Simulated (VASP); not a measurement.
Set up this calculation in VASP 6.6.1, as the native input.

```
Task                   : single point
Functional             : PBEsol
Potentials or basis    : VASP PAW PBE potentials, release 64 (Hg, Te)
Cutoff                 : 520 eV
k mesh                 : 14 × 14 × 14
Occupations            : gaussian, width 0.15 eV
Spin                   : no spin polarisation
Dipole correction      : no
Further INCAR settings : ALGO = Normal; EDIFF = 1e-06; NBANDS = 16
```

The structure of HgTe lies in POSCAR:

```
HgTe
1.0
    0.0000000000      3.2235000000      2.9656200000
    3.2235000000      0.0000000000      2.9656200000
    3.2235000000      3.2235000000      0.0000000000
Hg Te
1 1
Direct
    0.0000000000      0.0000000000      0.0000000000
    0.7500000000      0.7500000000      0.7500000000
```

This cell differs from its parent crystal: strain +0.000 along x and y, -0.080 along z.

The input as run:

INCAR

```
PREC = Accurate
ENCUT = 520
EDIFF = 1E-6
ISMEAR = 0
SIGMA = 0.15
LREAL = False
LASPH = True
NELM = 100
ALGO = Normal
ISIF = 2
LWAVE = False
LCHARG = False
GGA = PS
NBANDS = 16
```

KPOINTS

```
Automatic mesh
0
Gamma
  14 14 14
```

Potentials or basis: VASP PAW PBE potentials, release 64 (Hg, Te).

Command:

```bash
$ cat potpaw_PBE.64/Hg/POTCAR potpaw_PBE.64/Te/POTCAR > POTCAR
$ mpirun -np 1 vasp_std > vasp.out
```

Results of the run:

```
Pressure : 6.3 GPa
```

Caveat: the cell differs from its parent crystal (strain +0.000 along x and y, -0.080 along z); the PAW data sets were made with another functional, which shifts forces and pressure a little.

Wall time 2.9 min on 1 thread of Intel(R) Xeon(R) Platinum 8259CL CPU @ 2.50GHz (Skylake/Cascade Lake) (shared host), peak memory 0.39 GiB.
